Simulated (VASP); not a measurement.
Here is a VASP 6.6.1 calculation.

Contents of INCAR:

```
SYSTEM = ZrTlF6
PREC = Accurate
ENCUT = 520
EDIFF = 1E-6
ISMEAR = 0
SIGMA = 0.1
LREAL = .False.
LASPH = .True.
NELM = 150
ALGO = Normal
ISIF = 2
LWAVE = .False.
LCHARG = .False.
ISPIN = 2
MAGMOM = 1 0 0 0 0 0 0 0
LORBIT = 11
LMAXMIX = 4
GGA = PE
NBANDS = 48
```

KPOINTS

```
regular mesh
0
Gamma
  4 4 4
  0 0 0
```

File POSCAR:

```
ZrTlF6
1.0
    0.0000000000      4.4461967000      4.4461967000
    4.4461967000      0.0000000000      4.4461967000
    4.4461967000      4.4461967000      0.0000000000
Zr Tl F
1 1 6
Direct
    0.0000000000      0.0000000000      0.0000000000
    0.5000000000      0.5000000000      0.5000000000
    0.7722940000      0.2277060000      0.2277060000
    0.2277060000      0.7722940000      0.7722940000
    0.2277060000      0.7722940000      0.2277060000
    0.7722940000      0.2277060000      0.7722940000
    0.2277060000      0.2277060000      0.7722940000
    0.7722940000      0.7722940000      0.2277060000
```

Potentials or basis: VASP PAW PBE potentials, release 64 (Zr_sv, Tl_d, F).

Run with:

```console
$ cat potpaw_PBE.64/Zr_sv/POTCAR potpaw_PBE.64/Tl_d/POTCAR potpaw_PBE.64/F/POTCAR > POTCAR
$ mpirun -np 1 vasp_std > vasp.out
```

Problem. What does it give for the largest force?

Solution. 0.066 eV/Å.

Problem. Predict the net moment.

Solution. 0.00 μB per cell.

Forces in eV/Å, atoms in the order of the input:
```
Zr   0.000  0.000  0.000
Tl   0.000  0.000  0.000
F    0.066  0.000  0.000
F   -0.066  0.000  0.000
F    0.000  0.066  0.000
F    0.000 -0.066  0.000
F    0.000  0.000  0.066
F    0.000  0.000 -0.066
```
